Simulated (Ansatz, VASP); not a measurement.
# One calculation of RbYSi2, two programs

```
CELL_PARAMETERS angstrom
4.17736 0.00000 0.00000
0.00000 4.17736 0.00000
0.00000 0.00000 4.46224
ATOMIC_POSITIONS crystal
Rb 0.00000 0.00000 0.50000
Y 0.00000 0.00000 0.00000
Si 0.50000 0.50000 0.74651
Si 0.50000 0.50000 0.25349
```

Alike in both runs: task relaxation of cell and atoms; functional PBE; k mesh 4 × 4 × 4; occupations gaussian, width 0.1 eV; no spin polarisation.

|  | VASP | Ansatz |
| --- | --- | --- |
| version | VASP 6.6.1 | Ansatz 0.2.0 |
| potentials or method | VASP PAW PBE potentials, release 64 (Rb_sv, Y_sv, Si), cutoff 600 eV | scalar-relativistic, plane waves, PAW |
| valence electrons in the cell | 28 | 28 |

VASP gave:

| Quantity | Value |
| --- | --- |
| gap on the k mesh at the Fermi level, each at its own relaxed structure (eV) | none |
| relaxed volume (Å³/atom) | 28.42 |
| relaxed cell length with the largest relative difference (Å) | 7.589 |

Question: Estimate Ansatz's values.

Answer: gap on the k mesh at the Fermi level, each at its own relaxed structure (eV): none; relaxed volume (Å³/atom): 28.40; relaxed cell length with the largest relative difference (Å): 7.576.

A gap of «none» marks a metal or a gap that the smearing closes.

The k mesh is coarse, so the values compare programs but aren't converged. Noted on VASP's run: the volume moved by over 15 % at a fixed basis, so the end points are rough.
